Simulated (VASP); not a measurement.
A run of VASP 6.6.1:

The input INCAR:

```
SYSTEM = SrCl2
PREC = Accurate
ENCUT = 520
EDIFF = 1E-6
ISMEAR = 0
SIGMA = 0.05
LREAL = .False.
LASPH = .True.
NELM = 60
ALGO = Normal
ISIF = 2
LWAVE = .False.
LCHARG = .False.
GGA = PE
NBANDS = 19
```

KPOINTS

```
regular mesh
0
Gamma
  6 6 6
  0 0 0
```

POSCAR

```
SrCl2
1.0
    0.0000000000      3.6314322105      3.5166789527
    3.6314322105      0.0000000000      3.5166789527
    3.6314322105      3.6314322105      0.0000000000
Sr Cl
1 2
Direct
    0.0000000000      0.0000000000      0.0000000000
    0.2500000000      0.2500000000      0.2500000000
    0.7500000000      0.7500000000      0.7500000000
```

Potentials or basis: VASP PAW PBE potentials, release 64 (Sr_sv, Cl).

Launch:

```bash
$ cat potpaw_PBE.64/Sr_sv/POTCAR potpaw_PBE.64/Cl/POTCAR > POTCAR
$ mpirun -np 1 vasp_std > vasp.out
```

Hardware: 1 thread of Intel(R) Xeon(R) 6975P-C (Granite Rapids), on a shared host.

**Question.** How long does it take, and how much memory?

**Answer.** Run time: 27 s on 1 thread of Intel(R) Xeon(R) 6975P-C (Granite Rapids), with other jobs on the host, peak memory 0.25 GiB. Counts: scf iterations 14, k points 30.
